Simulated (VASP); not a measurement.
## NiSb: single point with PBE

The system is NiSb.

```
Ni Sb
1.0
     0.00000    2.63374    2.63374
     2.63374    0.00000    2.63374
     2.63374    2.63374    0.00000
Ni Sb
1 1
Cartesian
  2.6337 2.6337 2.6337
  0.0000 0.0000 0.0000
```

```
Program                : VASP 6.6.1
Task                   : single point
Functional             : PBE
Potentials or basis    : VASP PAW PBE potentials, release 64 (Ni, Sb)
Cutoff                 : 520 eV
k mesh                 : 12 × 12 × 12
Occupations            : gaussian, width 0.05 eV
Spin                   : non-collinear spin, typed start, spin-orbit coupling
Starting moments       : [[0.0, 0.0, 0.8], [0.0, 0.0, 0.0]] μB
Dipole correction      : no
Further INCAR settings : ALGO = Normal; EDIFF = 1e-07; NBANDS = 27
```

```
Pressure                                              : -0.1 GPa
Net moment                                            : 0.00 μB per cell
Valence electrons inside the program's atomic spheres : Ni 9.28; Sb 2.41
```

Moments on the atoms (μB; x, y, z):
```
Ni  0.00 0.00 0.00
Sb  0.00 0.00 0.00
```

Wall time 9.5 min on 1 thread of Intel Xeon 6975P-C, on a shared host, peak memory 0.5 GiB.
